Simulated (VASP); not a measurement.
Input of a VASP 6.6.1 run:

The input INCAR:

```
SYSTEM = TiC
  ALGO = Normal
  EDIFF = 1E-7
  ENCUT = 520
  GGA = PE
  ISIF = 2
  ISMEAR = -1
  LASPH = .TRUE.
  LCHARG = .FALSE.
  LREAL = .FALSE.
  LWAVE = .FALSE.
  NBANDS = 15
  NELM = 60
  PREC = Accurate
  SIGMA = 0.08
```

The input KPOINTS:

```
k-points
0
G
  16 16 14
  0 0 0
```

File POSCAR:

```
TiC
1.0
    3.0451832838      0.0000000000      0.0000000000
   -1.5225916419      2.6372060829      0.0000000000
    0.0000000000      0.0000000000      2.6940399707
Ti C
1 1
Direct
    0.0000000000      0.0000000000      0.0000000000
    0.3333333333      0.6666666667      0.5000000000
```

Potentials or basis: VASP PAW PBE potentials, release 64 (Ti_sv, C).

Launch:

```bash
$ cat potpaw_PBE.64/Ti_sv/POTCAR potpaw_PBE.64/C/POTCAR > POTCAR
$ mpirun -np 1 vasp_std > vasp.out
```

Question: Estimate the band gap on the k mesh.

Answer: Zero (bands 8 and 9 overlap by 0.10 eV).

Question: Predict the pressure.

Answer: 0.2 GPa.
